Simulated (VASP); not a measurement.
A run of VASP 6.6.1 is set up as follows.

Contents of INCAR:

```
SYSTEM = NaMgBr3
  PREC = Accurate
  ENCUT = 520
  EDIFF = 1E-6
  ISMEAR = 0
  SIGMA = 0.01
  LREAL = .False.
  LASPH = .True.
  NELM = 80
  ALGO = Normal
  ISIF = 2
  LWAVE = .False.
  LCHARG = .True.
  GGA = PE
  LELF = .True.
  LVHAR = .True.
  NBANDS = 23
```

File KPOINTS:

```
regular mesh
0
Gamma
  4 4 4
  0 0 0
```

File POSCAR:

```
NaMgBr3
1.0
    5.3665698203      0.0000000000      0.0000000000
    0.0000000000      5.3665698203      0.0000000000
    0.0000000000      0.0000000000      5.3665698203
Na Mg Br
1 1 3
Direct
    0.0000000000      0.0000000000      0.0000000000
    0.5000000000      0.5000000000      0.5000000000
    0.5000000000      0.5000000000      0.0000000000
    0.5000000000      0.0000000000      0.5000000000
    0.0000000000      0.5000000000      0.5000000000
```

Potentials or basis: VASP PAW PBE potentials, release 64 (Na_pv, Mg, Br).

Run with:

```sh
$ cat potpaw_PBE.64/Na_pv/POTCAR potpaw_PBE.64/Mg/POTCAR potpaw_PBE.64/Br/POTCAR > POTCAR
$ mpirun -np 1 vasp_std > vasp.out
```

(1) Predict the pressure.

(2) Predict the band gap on the k mesh.

## Answers

(1) -0.8 GPa.

(2) 2.61 eV (least direct gap 3.12 eV).
